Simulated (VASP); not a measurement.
A run of VASP 6.6.1 is set up as follows.

Contents of INCAR:

```
SYSTEM = Ge5Sb
  PREC = Accurate
  ENCUT = 600
  EDIFF = 1E-7
  ISMEAR = 0
  SIGMA = 0.1
  LREAL = .FALSE.
  LASPH = .TRUE.
  NELM = 60
  ALGO = Normal
  ISIF = 3
  LWAVE = .FALSE.
  LCHARG = .FALSE.
  GGA = PE
  IBRION = 2
  NSW = 90
  EDIFFG = -0.04
```

KPOINTS

```
Automatic mesh
0
G
  4 4 4
  0 0 0
```

File POSCAR:

```
Ge5Sb
1.0
    5.2572389400      0.0000000000      0.0000000000
    0.0000000000      5.2572389400      0.0000000000
    0.0000000000      0.0000000000      5.2572389400
Ge Sb
5 1
Direct
    0.7778722100      0.7778722100      0.7778722100
    0.2221277900      0.2221277900      0.7778722100
    0.2221277900      0.7778722100      0.2221277900
    0.7778722100      0.2221277900      0.2221277900
    0.5000000000      0.5000000000      0.5000000000
    0.0000000000      0.0000000000      0.0000000000
```

Potentials or basis: VASP PAW PBE potentials, release 64 (Ge_d, Sb).

Launch:

```console
$ cat potpaw_PBE.64/Ge_d/POTCAR potpaw_PBE.64/Sb/POTCAR > POTCAR
$ mpirun -np 1 vasp_std > vasp.out
```

Question: Predict the band gap on the k mesh.

Answer: Zero (an odd number of electrons rules out a gap without spin polarisation).

Question: Estimate the relaxed cell.

Answer: a = 5.936 Å, b = 5.936 Å, c = 5.936 Å, α = 90.00°, β = 90.00°, γ = 90.00°.

Forces in eV/Å, atoms in the order of the input:
```
Ge   0.018  0.018  0.018
Ge  -0.018 -0.018  0.018
Ge  -0.018  0.018 -0.018
Ge   0.018 -0.018 -0.018
Ge   0.000  0.000  0.000
Sb   0.000  0.000  0.000
```

Caveat: spin-orbit coupling is left out, which moves the levels of the heavy elements.
